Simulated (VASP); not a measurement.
# Ag (P6_3/mmc) in VASP: notebook

Runs on Ag. Level: LDA. Tasks: single point.

Everything below comes from runs of VASP 6.6.1. Logs are shortened: lines on timing, memory, paths and dates and some standing lists are left out, and cuts for length are marked.

## Step 1: The cell of the first run

Symmetry: P6_3/mmc, No. 194, hexagonal system. Conventional cell: a = 2.827 Å, b = 2.827 Å, c = 9.796 Å, α = 90.00°, β = 90.00°, γ = 120.00°. Ag (site symmetry -6m2) has 12 Ag at 2.83 to 2.94 Å within 3.7 Å. Ag (site symmetry -3m) has 12 Ag at 2.83 to 2.94 Å within 3.7 Å.

This isn't the form of Ag at room conditions, which is fcc.

## Step 2: Single point, LDA (16.95 Å³/atom)

Contents of INCAR:

```
SYSTEM = Ag
PREC = Accurate ; ENCUT = 520
EDIFF = 1E-6 ; ISMEAR = -1
SIGMA = 0.08 ; LREAL = .FALSE.
LASPH = .TRUE. ; NELM = 80
ALGO = Normal ; ISIF = 2
LWAVE = .FALSE. ; LCHARG = .FALSE.
GGA = CA ; NBANDS = 30
```

Contents of KPOINTS:

```
Automatic mesh
0
G
  14 14 4
  0 0 0
```

Contents of POSCAR:

```
Ag
1.0
    2.8272803578      0.0000000000      0.0000000000
   -1.4136401789      2.4484966136      0.0000000000
    0.0000000000      0.0000000000      9.7958610872
Ag
4
Direct
    0.3333333333      0.6666666667      0.2500000000
    0.6666666667      0.3333333333      0.7500000000
    0.0000000000      0.0000000000      0.0000000000
    0.0000000000      0.0000000000      0.5000000000
```

Potentials or basis: VASP PAW LDA potentials, release 64 (Ag).

On the command line:

```sh
$ cat potpaw_LDA.64/Ag/POTCAR > POTCAR
$ mpirun -np 1 vasp_std > vasp.out
```

OUTCAR:

```text
SYSTEM = Ag
   PREC = Accurate
   ENCUT = 520
   EDIFF = 1E-6
   ISMEAR = -1
   LREAL = .FALSE.
   LASPH = .TRUE.
   NELM = 80
   ISIF = 2
   GGA = CA

 ion  position               nearest neighbor table
   1  0.333  0.667  0.250-   3 2.94   4 2.94   3 2.94   4 2.94   3 2.94   4 2.94
   2  0.667  0.333  0.750-   3 2.94   4 2.94   3 2.94   4 2.94   3 2.94   4 2.94
   3  0.000  0.000  0.000-   1 2.94   2 2.94   2 2.94   1 2.94   2 2.94   1 2.94
   4  0.000  0.000  0.500-   1 2.94   2 2.94   2 2.94   1 2.94   2 2.94   1 2.94

  LATTYP: Found a hexagonal cell.
 ALAT       =     2.8272803578
 C/A-ratio  =     3.4647646669

  Lattice vectors:

 A1 = (   2.8272803578,   0.0000000000,   0.0000000000)
 A2 = (  -1.4136401789,   2.4484966136,   0.0000000000)
 A3 = (   0.0000000000,   0.0000000000,   9.7958610872)

Analysis of symmetry for initial positions (statically):
=====================================================================
 Subroutine PRICEL returns:
 Original cell was already a primitive cell.

 Routine SETGRP: Setting up the symmetry group for a
 hexagonal supercell.

 Subroutine GETGRP returns: Found 24 space group operations
 (whereof 12 operations were pure point group operations)
 out of a pool of 24 trial point group operations.

The static configuration has the point symmetry D_3d.
 The point group associated with its full space group is D_6h.

Analysis of symmetry for dynamics (positions and initial velocities):
=====================================================================
 Subroutine PRICEL returns:
 Original cell was already a primitive cell.

 Routine SETGRP: Setting up the symmetry group for a
 hexagonal supercell.

 Subroutine GETGRP returns: Found 24 space group operations
 (whereof 12 operations were pure point group operations)
 out of a pool of 24 trial point group operations.

The dynamic configuration has the point symmetry D_3d.
 The point group associated with its full space group is D_6h.

 Subroutine INISYM returns: Found 24 space group operations
 (whereof 12 operations are pure point group operations),
 and found     1 'primitive' translations

----------------------------------------------------------------------------------------

                                     Primitive cell

  volume of cell :      67.8127

  direct lattice vectors                    reciprocal lattice vectors
     2.827280358  0.000000000  0.000000000     0.353696795  0.204206940  0.000000000
    -1.413640179  2.448496614  0.000000000     0.000000000  0.408413879  0.000000000
[... 90 lines left out ...]
   LREAL  =      F    real-space projection
   EDIFFG = 0.1E-04   stopping-criterion for IOM
   NSW    =      0    number of steps for IOM
   IBRION =     -1    ionic relax: 0-MD 1-quasi-New 2-CG
   NFREE  =      0    steps in history (QN), initial steepest desc. (CG)
   ISIF   =      2    stress and relaxation
   ISYM   =      2    0-nonsym 1-usesym 2-fastsym
   POTIM  = 0.5000    time-step for ionic-motion
   TEBEG  =    0.0;   TEEND  =   0.0 temperature during run
   PSTRESS=    0.0 pullay stress
   NELECT =      44.0000    total number of electrons
   NUPDOWN=      -1.0000    fix difference up-down
   EMIN   =  10.00;   EMAX   =-10.00  energy-range for DOS
   EFERMI =   0.00;   METHOD = LEGACY
   ISMEAR =    -1;   SIGMA  =   0.08  broadening in eV -4-tet -1-fermi 0-gaus
   EFERMI_NEDOS =   21; number of points for ismear=-14 and -15
   IALGO  =     38    algorithm
   IMIX   =      4    mixing-type and parameters
     AMIX     =   0.40;   BMIX     =  1.00
     AMIX_MAG =   1.60;   BMIX_MAG =  1.00
  volume/ion in A,a.u.               =      16.95       114.41
  Fermi-wavevector in a.u.,A,eV,Ry     =   1.417279  2.678269 27.329752  2.008680
  Thomas-Fermi vector in A             =   2.538526
   LORBIT       =      0    0 simple, 1 ext, 2 COOP (PROOUT), +10 PAW based schemes
   GGA     = CA    functional components
   LHFCALC =     F    Hartree Fock is set to
   AEXX    =    0.0000 exact exchange contribution
   IVDW    =     0    specifies the selected vdW correction
   LEPSILON=     F    determine dielectric tensor
   LRPA    =     F    only Hartree local field effects (RPA)
 non-spin polarized calculation
  energy-cutoff  :      520.00
  volume of cell :       67.81
 maximum number of plane-waves:      1842
 NGX is ok and might be reduce to    24
   NGX = 11   NGY = 11   NGZ = 37

 number of electron      44.0000005 magnetization

 Free energy of the ion-electron system (eV)
  ---------------------------------------------------
  ext. energy  EPLUGINS =         0.00000000
  ---------------------------------------------------
  free energy    TOTEN  =       -14.99722991 eV

  energy without entropy =      -14.96800779  energy(sigma->0) =      -14.98261885

 E-fermi :   8.1978     XC(G=0): -12.6137

 val. band max:        8.1977308289   @ k =   0.2143   0.0714   0.5000
 cond. band min:       8.2197144845   @ k =   0.3571   0.1429   0.5000
 fundamental gap:      0.0219836556
 Fermi energy:         8.1978268754

 k-point     1 :       0.0000    0.0000    0.0000
  band No.  band energies     occupation
      1       0.3558      2.00000
      2       1.5938      2.00000
      3       1.5996      2.00000
      4       1.7183      2.00000
      5       3.1785      2.00000
      6       3.4506      2.00000
[... 781 lines left out ...]
     29      15.0464      0.00000
     30      17.3036      0.00000

 [... further k-points ...]

------------------------ aborting loop because EDIFF is reached ----------------------------------------

  FORCE on cell =-STRESS in cart. coord.  units (eV):
  Direction    XX          YY          ZZ          XY          YZ          ZX
  --------------------------------------------------------------------------------------
  -------------------------------------------------------------------------------------
  Total       -1.7460857     -1.7460857     -4.0482759      0.0000000     -0.0000000      0.0000000
  in kB      -41.2539115    -41.2539115    -95.6466320      0.0000000     -0.0000000      0.0000000
  external PRESSURE =     -59.3848183 kB  Pullay stress =       0.0000000 kB

 VOLUME and BASIS-vectors are now :
 -----------------------------------------------------------------------------
  energy-cutoff  :      520.00
  volume of cell :       67.81
      direct lattice vectors                 reciprocal lattice vectors
     2.827280358  0.000000000  0.000000000     0.353696795  0.204206940  0.000000000
    -1.413640179  2.448496614  0.000000000     0.000000000  0.408413879  0.000000000
     0.000000000  0.000000000  9.795861087     0.000000000  0.000000000  0.102083930

 POSITION                                       TOTAL-FORCE (eV/Angst)
 -----------------------------------------------------------------------------------
     -0.00000      1.63233      2.44897        -0.000000      0.000000      0.000000
      1.41364      0.81617      7.34690         0.000000     -0.000000     -0.000000
      0.00000      0.00000      0.00000        -0.000000      0.000000     -0.000000
      0.00000      0.00000      4.89793        -0.000000      0.000000     -0.000000
 -----------------------------------------------------------------------------------
    total drift:                               -0.000000      0.000000     -0.000000

  FREE ENERGIE OF THE ION-ELECTRON SYSTEM (eV)
  ---------------------------------------------------
  free  energy   TOTEN  =       -14.9972299114 eV

  energy  without entropy=      -14.9680077883  energy(sigma->0) =      -14.98261885
```

OSZICAR:

```text
N       E                     dE             d eps       ncg     rms          rms(c)
DAV:   1     0.296586174192E+03    0.29659E+03   -0.22675E+04  4328   0.145E+03
DAV:   2    -0.934218349568E+01   -0.30593E+03   -0.29006E+03  4482   0.335E+02
DAV:   3    -0.162261034011E+02   -0.68839E+01   -0.68441E+01  4994   0.571E+01
DAV:   4    -0.162576258880E+02   -0.31522E-01   -0.31517E-01  4680   0.377E+00
DAV:   5    -0.162579336585E+02   -0.30777E-03   -0.30777E-03  4998   0.398E-01    0.112E+01
DAV:   6    -0.150555830375E+02    0.12024E+01   -0.36709E+00  4584   0.157E+01    0.708E+00
DAV:   7    -0.150135419063E+02    0.42041E-01   -0.38663E-02  4866   0.130E+00    0.378E+00
DAV:   8    -0.149971966446E+02    0.16345E-01   -0.24002E-03  4680   0.430E-01    0.126E-01
DAV:   9    -0.149972182959E+02   -0.21651E-04   -0.93789E-05  4974   0.141E-01    0.266E-02
DAV:  10    -0.149972294082E+02   -0.11112E-04   -0.78522E-06  4782   0.195E-02    0.130E-02
DAV:  11    -0.149972299114E+02   -0.50314E-06   -0.21883E-06  3632   0.133E-02
   1 F= -.14997230E+02 E0= -.14982619E+02  d E =-.292221E-01
```

stdout:

```text
POSCAR found type information on POSCAR Ag
 POSCAR found :  1 types and       4 ions
 scaLAPACK will be used
 LDA part: xc-table for (Slater(with rela. corr.)+CA(PZ))
 , standard interpolation
 POSCAR, INCAR and KPOINTS ok, starting setup
 FFT: planning ... GRIDC
 FFT: planning ... GRID_SOFT
 FFT: planning ... GRID
 WAVECAR not read
 entering main loop
```

Wall time 42 s (1 thread of Intel Xeon 6975P-C (Granite Rapids), shared host); peak memory 0.23 GiB.

What came out:

```yaml
Free_energy: -14.9972 eV
Pressure: -5.9 GPa
Band_gap_on_the_k_mesh: zero (bands 22 and 23 overlap by 6.20 eV)
```

Levels at points of the mesh, in eV from the Fermi level:
```tsv
k point	band 20	band 21	band 22	band 23	band 24	band 25
(0.00, 0.00, 0.00)	-3.33	-3.33	-2.98	-2.98	-0.83	2.84
(0.50, 0.00, 0.00)	-2.64	-0.06	0.77	1.22	1.73	4.54
(0.00, 0.00, 0.50)	-3.11	-3.11	-3.11	-2.75	-2.75	5.55
(0.50, 0.00, 0.50)	-2.65	0.38	0.38	1.55	1.55	4.82
```

Caveat: the stress differs along the axes, from -10 to -4 GPa.

## Step 3: Single point, LDA (17.31 Å³/atom)

This run uses another cell than the first one, of 17.31 Å³/atom.

INCAR: that of step 2 with these lines changed.

```diff
@@ -4,3 +4,3 @@
 SIGMA = 0.08 ; LREAL = .FALSE.
-LASPH = .TRUE. ; NELM = 80
+LASPH = .TRUE. ; NELM = 60
 ALGO = Normal ; ISIF = 2
```

KPOINTS is that of step 2.

Contents of POSCAR:

```
Ag
1.0
    2.8471914389      0.0000000000      0.0000000000
   -1.4235957195      2.4657401156      0.0000000000
    0.0000000000      0.0000000000      9.8648482973
Ag
4
Direct
    0.3333333333      0.6666666667      0.2500000000
    0.6666666667      0.3333333333      0.7500000000
    0.0000000000      0.0000000000      0.0000000000
    0.0000000000      0.0000000000      0.5000000000
```

Potentials or basis: VASP PAW LDA potentials, release 64 (Ag).

On the command line:

```sh
$ cat potpaw_LDA.64/Ag/POTCAR > POTCAR
$ mpirun -np 1 vasp_std > vasp.out
```

OUTCAR:

```text
SYSTEM = Ag
   PREC = Accurate
   ENCUT = 520
   EDIFF = 1E-6
   ISMEAR = -1
   LREAL = .FALSE.
   LASPH = .TRUE.
   NELM = 60
   ISIF = 2
   GGA = CA

 ion  position               nearest neighbor table
   1  0.333  0.667  0.250-   3 2.96   4 2.96   3 2.96   4 2.96   3 2.96   4 2.96
   2  0.667  0.333  0.750-   3 2.96   4 2.96   3 2.96   4 2.96   3 2.96   4 2.96
   3  0.000  0.000  0.000-   1 2.96   2 2.96   2 2.96   1 2.96   2 2.96   1 2.96
   4  0.000  0.000  0.500-   1 2.96   2 2.96   2 2.96   1 2.96   2 2.96   1 2.96

  LATTYP: Found a hexagonal cell.
 ALAT       =     2.8471914389
 C/A-ratio  =     3.4647646669

  Lattice vectors:

 A1 = (   2.8471914389,   0.0000000000,   0.0000000000)
 A2 = (  -1.4235957195,   2.4657401156,   0.0000000000)
 A3 = (   0.0000000000,   0.0000000000,   9.8648482973)

Analysis of symmetry for initial positions (statically):
=====================================================================
 Subroutine PRICEL returns:
 Original cell was already a primitive cell.

 Routine SETGRP: Setting up the symmetry group for a
 hexagonal supercell.

 Subroutine GETGRP returns: Found 24 space group operations
 (whereof 12 operations were pure point group operations)
 out of a pool of 24 trial point group operations.

The static configuration has the point symmetry D_3d.
 The point group associated with its full space group is D_6h.

Analysis of symmetry for dynamics (positions and initial velocities):
=====================================================================
 Subroutine PRICEL returns:
 Original cell was already a primitive cell.

 Routine SETGRP: Setting up the symmetry group for a
 hexagonal supercell.

 Subroutine GETGRP returns: Found 24 space group operations
 (whereof 12 operations were pure point group operations)
 out of a pool of 24 trial point group operations.

The dynamic configuration has the point symmetry D_3d.
 The point group associated with its full space group is D_6h.

 Subroutine INISYM returns: Found 24 space group operations
[... 121 lines left out ...]
     AMIX_MAG =   1.60;   BMIX_MAG =  1.00
  volume/ion in A,a.u.               =      17.31       116.84
  Fermi-wavevector in a.u.,A,eV,Ry     =   1.407368  2.659539 26.948842  1.980684
  Thomas-Fermi vector in A             =   2.529634
   LORBIT       =      0    0 simple, 1 ext, 2 COOP (PROOUT), +10 PAW based schemes
   GGA     = CA    functional components
   LHFCALC =     F    Hartree Fock is set to
   AEXX    =    0.0000 exact exchange contribution
   IVDW    =     0    specifies the selected vdW correction
   LEPSILON=     F    determine dielectric tensor
   LRPA    =     F    only Hartree local field effects (RPA)
 non-spin polarized calculation
  energy-cutoff  :      520.00
  volume of cell :       69.26
 maximum number of plane-waves:      1884
 NGX is ok and might be reduce to    24
   NGX = 11   NGY = 11   NGZ = 37

 number of electron      44.0000003 magnetization

 Free energy of the ion-electron system (eV)
  ---------------------------------------------------
  ext. energy  EPLUGINS =         0.00000000
  ---------------------------------------------------
  free energy    TOTEN  =       -14.93542010 eV

  energy without entropy =      -14.90649274  energy(sigma->0) =      -14.92095642

 E-fermi :   7.9000     XC(G=0): -12.4900

 val. band max:        7.8958253036   @ k =   0.3571  -0.0000   0.2500
 cond. band min:       7.9154998408   @ k =   0.3571   0.1429   0.5000
 fundamental gap:      0.0196745372
 Fermi energy:         7.8999639512

 k-point     1 :       0.0000    0.0000    0.0000
  band No.  band energies     occupation
      1       0.2154      2.00000
      2       1.4330      2.00000
      3       1.4377      2.00000
      4       1.5564      2.00000
      5       2.9696      2.00000
      6       3.2320      2.00000
[... 781 lines left out ...]
     29      14.6376      0.00000
     30      16.8574      0.00000

 [... further k-points ...]

------------------------ aborting loop because EDIFF is reached ----------------------------------------

  FORCE on cell =-STRESS in cart. coord.  units (eV):
  Direction    XX          YY          ZZ          XY          YZ          ZX
  --------------------------------------------------------------------------------------
  -------------------------------------------------------------------------------------
  Total       -2.7285635     -2.7285635     -4.8061600      0.0000000      0.0000000      0.0000000
  in kB      -63.1233824    -63.1233824   -111.1871054      0.0000000      0.0000000      0.0000000
  external PRESSURE =     -79.1446234 kB  Pullay stress =       0.0000000 kB

 VOLUME and BASIS-vectors are now :
 -----------------------------------------------------------------------------
  energy-cutoff  :      520.00
  volume of cell :       69.26
      direct lattice vectors                 reciprocal lattice vectors
     2.847191439  0.000000000  0.000000000     0.351223310  0.202778872  0.000000000
    -1.423595719  2.465740116  0.000000000     0.000000000  0.405557745  0.000000000
     0.000000000  0.000000000  9.864848297     0.000000000  0.000000000  0.101370033

 POSITION                                       TOTAL-FORCE (eV/Angst)
 -----------------------------------------------------------------------------------
     -0.00000      1.64383      2.46621         0.000000      0.000000      0.000000
      1.42360      0.82191      7.39864         0.000000     -0.000000      0.000000
      0.00000      0.00000      0.00000        -0.000000      0.000000     -0.000000
      0.00000      0.00000      4.93242        -0.000000      0.000000     -0.000000
 -----------------------------------------------------------------------------------
    total drift:                               -0.000000      0.000000     -0.000000

  FREE ENERGIE OF THE ION-ELECTRON SYSTEM (eV)
  ---------------------------------------------------
  free  energy   TOTEN  =       -14.9354201046 eV

  energy  without entropy=      -14.9064927353  energy(sigma->0) =      -14.92095642
```

OSZICAR:

```text
N       E                     dE             d eps       ncg     rms          rms(c)
DAV:   1     0.296113828310E+03    0.29611E+03   -0.22630E+04  4336   0.145E+03
DAV:   2    -0.939935942568E+01   -0.30551E+03   -0.28942E+03  4494   0.335E+02
DAV:   3    -0.161378408718E+02   -0.67385E+01   -0.66976E+01  4962   0.568E+01
DAV:   4    -0.161675049013E+02   -0.29664E-01   -0.29659E-01  4656   0.369E+00
DAV:   5    -0.161678030486E+02   -0.29815E-03   -0.29814E-03  4992   0.394E-01    0.106E+01
DAV:   6    -0.149893189781E+02    0.11785E+01   -0.36812E+00  4560   0.157E+01    0.678E+00
DAV:   7    -0.149516533871E+02    0.37666E-01   -0.35556E-02  4836   0.124E+00    0.371E+00
DAV:   8    -0.149353906405E+02    0.16263E-01   -0.21117E-03  4686   0.404E-01    0.107E-01
DAV:   9    -0.149354099015E+02   -0.19261E-04   -0.92765E-05  4968   0.136E-01    0.246E-02
DAV:  10    -0.149354195707E+02   -0.96691E-05   -0.78403E-06  4770   0.199E-02    0.119E-02
DAV:  11    -0.149354201046E+02   -0.53392E-06   -0.20497E-06  3506   0.126E-02
   1 F= -.14935420E+02 E0= -.14920956E+02  d E =-.289274E-01
```

Run time: 44 s. Hardware: 1 thread of Intel Xeon 6975P-C (Granite Rapids), shared host; peak memory 0.24 GiB.

What came out:

| Quantity | Value |
| --- | --- |
| Free energy | -14.9354 eV |
| Pressure | -7.9 GPa |
| Band gap on the k mesh | zero (bands 22 and 23 overlap by 6.14 eV) |

Caveat: the cell stands under tension.

(Continued in part 2 of 2.)

The gap in the log of VASP goes by the Fermi energy; the results here count the filled bands.